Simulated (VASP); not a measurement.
Wanted: the native input for a VASP 6.6.1 run.

| Quantity | Value |
| --- | --- |
| Task | single point |
| Functional | LDA |
| Potentials or basis | VASP PAW LDA potentials, release 64 (Si) |
| Cutoff | 520 eV |
| k mesh | 20 × 20 × 20 |
| Occupations | gaussian, width 0.15 eV |
| Spin | no spin polarisation |
| Dipole correction | no |
| Further INCAR settings | ALGO = Normal; EDIFF = 1e-07; NBANDS = 11 |

The structure of Si lies in POSCAR:

```
Si
1.0
   -2.1342350740      2.3713723045      1.3292653899
    2.1342350740     -2.3713723045      1.3292653899
    2.1342350740      2.3713723045     -1.3292653899
Si
2
Direct
    0.2500000000      0.7500000000      0.5000000000
    0.5000000000      0.5000000000      0.0000000000
```

This cell differs from its parent crystal: strain -0.1000 x Voigt [1, 0, 0, 0, 0, 0].

The input as run:

INCAR

```
SYSTEM = Si
ALGO = Normal ; EDIFF = 1E-7
ENCUT = 520 ; ISIF = 2
ISMEAR = 0 ; LASPH = .True.
LCHARG = .True. ; LELF = .True.
LREAL = .False. ; LVHAR = .True.
LWAVE = .False. ; NBANDS = 11
NELM = 60 ; PREC = Accurate
SIGMA = 0.15
```

KPOINTS

```
k-points
0
Gamma
  20 20 20
  0 0 0
```

Potentials or basis: VASP PAW LDA potentials, release 64 (Si).

The run is started by

```console
$ cat potpaw_LDA.64/Si/POTCAR > POTCAR
$ mpirun -np 1 vasp_std > vasp.out
```

Results of the run:

* Pressure: 18.5 GPa
* Largest force: 0.810 eV/Å
* Band gap on the k mesh: zero (bands 4 and 5 overlap by 8.30 eV)

Caveat: the cell differs from its parent crystal (strain -0.1000 x Voigt [1, 0, 0, 0, 0, 0]); the cell stands under pressure.

Wall time 3 min on 1 thread of Intel(R) Xeon(R) 6975P-C (Granite Rapids), on a shared host, peak memory 0.35 GiB.
